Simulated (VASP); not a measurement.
Wanted: the native input for a VASP 6.6.1 run.

```yaml
Task: single point
Functional: PBE
Potentials_or_basis: VASP PAW PBE potentials, release 64 (Cd, Te)
Cutoff: 520 eV
k_mesh: 8 × 8 × 8
Occupations: gaussian, width 0.05 eV
Spin: no spin polarisation
Dipole_correction: no
Further_INCAR_settings: ALGO = Normal; EDIFF = 1e-06; NBANDS = 16
```

The structure of CdTe lies in POSCAR:

```
CdTe
1.0
    0.0000000000      3.2530750000      3.1088500000
    3.2530750000      0.0000000000      3.1088500000
    3.2530750000      3.2530750000      0.0000000000
Cd Te
1 1
Direct
    0.0000000000      0.0000000000      0.0000000000
    0.7500000000      0.7500000000      0.7500000000
```

This cell differs from its parent crystal: strain +0.015 along x and y, -0.030 along z.

The input as run:

INCAR

```
ALGO     = Normal         # electronic algorithm
EDIFF    = 1E-6           # SCF threshold, eV
ENCUT    = 520            # plane-wave cutoff, eV
GGA      = PE             # functional
ISIF     = 2              # what is computed and relaxed
ISMEAR   = 0              # smearing method
LASPH    = True           # aspherical terms in the spheres
LCHARG   = True           # write CHGCAR
LELF     = True           # ELF
LREAL    = False          # projectors in reciprocal space
LVHAR    = True         
LWAVE    = False          # write WAVECAR
NBANDS   = 16             # bands
NELM     = 60             # most SCF steps
PREC     = Accurate       # precision mode
SIGMA    = 0.05           # smearing width, eV
```

KPOINTS

```
k-points
0
Gamma
  8 8 8
```

Potentials or basis: VASP PAW PBE potentials, release 64 (Cd, Te).

Run with:

```console
$ cat potpaw_PBE.64/Cd/POTCAR potpaw_PBE.64/Te/POTCAR > POTCAR
$ mpirun -np 1 vasp_std > vasp.out
```

Results of the run:

| Property | Result |
| --- | --- |
| Pressure | 4.4 GPa |
| Band gap on the k mesh | 0.78 eV |

Caveat: the cell differs from its parent crystal (strain +0.015 along x and y, -0.030 along z); the cell stands under pressure; semilocal functionals underestimate gaps, and a narrow one can read as zero; spin-orbit coupling is left out, which moves the levels of the heavy elements.

Wall time 84 s on 1 thread of Intel Xeon 8259CL (shared host), peak memory 0.24 GiB.
